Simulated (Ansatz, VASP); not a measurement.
**CaSe: VASP beside Ansatz**

```xyz
2
Lattice="0.0000 3.2090 3.2090 3.2090 0.0000 3.2090 3.2090 3.2090 0.0000" Properties=species:S:1:pos:R:3 pbc="T T T"
Ca    0.0000    0.0000    0.0000
Se    4.8135    4.8135    4.8135
```

Alike in both runs: functional LDA; k mesh 6 × 6 × 6; no spin polarisation.

Ansatz relaxed the structure, and its values are those at the end. VASP's run is a single point on that final structure, the one shown.

|  | VASP | Ansatz |
| --- | --- | --- |
| version | VASP 6.6.1 | Ansatz 0.2.0 |
| potentials or method | VASP PAW LDA potentials, release 64 (Ca_sv, Se), cutoff 520 eV | plane waves, PAW |
| occupations | gaussian, width 0.01 eV | fixed |
| valence electrons in the cell | 16 | 26 |

|  | VASP | Ansatz | Ansatz less VASP |
| --- | --- | --- | --- |
| pressure (GPa) | 0.2 | 0.0 | -0.19 |

LDA's correlation is that of Perdew and Zunger in VASP and of Perdew and Wang (1992) in Ansatz. VASP's potentials hold 16 valence electrons a cell and Ansatz's 26, so a difference there can come from the potentials and not from the codes.
